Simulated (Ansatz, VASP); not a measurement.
## SiC5 in VASP and in Ansatz

```xyz
6
Lattice="4.7384 0.0000 0.0000 -2.3692 4.1036 0.0000 0.0000 0.0000 4.0765" Properties=species:S:1:pos:R:3 pbc="T T T"
Si    0.0000    0.0000    0.0000
C    -1.5795    2.7357    0.0000
C     3.1590    0.0000    0.0000
C     0.7897    1.3679    0.0000
C     0.0000    2.7357    0.0000
C     2.3692    1.3679    0.0000
```

Alike in both runs: task relaxation of cell and atoms; functional PBE; k mesh 6 × 6 × 4; occupations gaussian, width 0.1 eV; no spin polarisation.

|  | VASP | Ansatz |
| --- | --- | --- |
| version | VASP 6.6.1 | Ansatz 0.2.0 |
| potentials or method | VASP PAW PBE potentials, release 64 (Si, C), cutoff 600 eV | scalar-relativistic, plane waves, PAW |
| valence electrons in the cell | 24 | 24 |

|  | VASP | Ansatz | Ansatz less VASP |
| --- | --- | --- | --- |
| gap on the k mesh at the Fermi level, each at its own relaxed structure (eV) | none | none | - |
| relaxed volume (Å³/atom) | 12.74 | 13.28 | +0.537 |
| relaxed cell length with the largest relative difference (Å) | 4.085 | 4.254 | +0.1690 |

A gap of «none» marks a metal or a gap that the smearing closes.

The k mesh is coarse, so the values compare programs but aren't converged.
